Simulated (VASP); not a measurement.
A run of VASP 6.6.1:

The input INCAR:

```
ALGO     = Normal         # electronic algorithm
EDIFF    = 1E-6           # SCF threshold, eV
ENCUT    = 520            # plane-wave cutoff, eV
GGA      = PS             # functional
ISIF     = 2              # what is computed and relaxed
ISMEAR   = -1             # smearing method
LASPH    = T              # aspherical terms in the spheres
LCHARG   = F              # write CHGCAR
LREAL    = F              # projectors in reciprocal space
LWAVE    = F              # write WAVECAR
NBANDS   = 10             # bands
NELM     = 80             # most SCF steps
PREC     = Accurate       # precision mode
SIGMA    = 0.13605693000000002 # smearing width, eV
```

KPOINTS

```
k-points
0
Gamma
  13 13 13
```

File POSCAR:

```
Br
1.0
   -1.8316669891      1.8316669891      1.8316669891
    1.8316669891     -1.8316669891      1.8316669891
    1.8316669891      1.8316669891     -1.8316669891
Br
1
Direct
    0.0000000000      0.0000000000      0.0000000000
```

Potentials or basis: VASP PAW PBE potentials, release 64 (Br).

The run is started by

```sh
$ cat potpaw_PBE.64/Br/POTCAR > POTCAR
$ mpirun -np 1 vasp_std > vasp.out
```

Hardware: 1 thread of Intel Xeon 8259CL (shared host).

How long does it take, and how much memory?

It took 13 s on 1 thread of Intel Xeon 8259CL, with other jobs on the host, peak memory 0.14 GiB. Counts: scf iterations 9, k points 84.
